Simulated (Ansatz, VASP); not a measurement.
# Two plane-wave programs on RbCdCO3F

```
Rb Cd C O F
1.0
     5.13022    0.00000    0.00000
    -2.56511    4.44290    0.00000
     0.00000    0.00000    4.58947
Rb Cd C O F
1 1 1 3 1
Cartesian
  0.0000 0.0000 0.0000
  2.5651 1.4810 2.2947
  0.0000 2.9619 2.2947
  0.0000 1.6713 2.2947
  -1.1178 3.6073 2.2947
  1.1178 3.6073 2.2947
  2.5651 1.4810 0.0000
```

Alike in both runs: functional PBE; dispersion D3(BJ); k mesh 6 × 6 × 6; occupations gaussian, width 0.02 eV; no spin polarisation.

Ansatz relaxed the structure, and its values are those at the end. VASP's run is a single point on that final structure, the one shown.

```csv
,VASP,Ansatz
version,VASP 6.6.1,Ansatz 0.2.0
potentials or method,"VASP PAW PBE potentials, release 64 (Rb_sv, Cd, C, O, F), cutoff 520 eV","scalar-relativistic, plane waves, PAW"
valence electrons in the cell,50,58
```

|  | VASP | Ansatz | Ansatz less VASP |
| --- | --- | --- | --- |
| gap on the k mesh at the Fermi level (eV) | 1.66 | 1.68 | +0.027 |
| least direct gap on the mesh (eV) | 1.66 | 1.69 | +0.027 |
| pressure (GPa) | 0.7 | 0.0 | -0.69 |
| rms of the force components (eV/Å) | 0.099 | 0.001 | -0.0989 |

VASP's potentials hold 50 valence electrons a cell and Ansatz's 58, so a difference there can come from the potentials and not from the codes.
